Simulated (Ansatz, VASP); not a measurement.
# One calculation of Ca3B, two programs

```
Ca B
1.0
    -2.28684    2.28684    4.67897
     2.28684   -2.28684    4.67897
     2.28684    2.28684   -4.67897
Ca B
3 1
Direct
  0.50000 0.50000 0.00000
  0.75000 0.25000 0.50000
  0.25000 0.75000 0.50000
  0.00000 0.00000 0.00000
```

Change from the starting cell: species swapped into the Pr3Mg type (I4/mmm, No. 139).

Alike in both runs: task single point; functional PBE; k mesh 6 × 6 × 6; occupations gaussian, width 0.1 eV; no spin polarisation.

```csv
,VASP,Ansatz
version,VASP 6.6.1,Ansatz 0.2.0
potentials or method,"VASP PAW PBE potentials, release 64 (Ca_sv, B), cutoff 520 eV","scalar-relativistic, plane waves, PAW"
valence electrons in the cell,33,33
```

```tsv
	VASP	Ansatz	Ansatz less VASP
gap on the k mesh at the Fermi level (eV)	none	none	-
pressure (GPa)	1.6	1.5	-0.06
traceless stress, the component that is largest in VASP (GPa)	-1.52	-1.51	+0.006
```

A gap of «none» marks a metal or a gap that the smearing closes. The functional is the same, so the differences come from potentials, cutoffs and numerics.
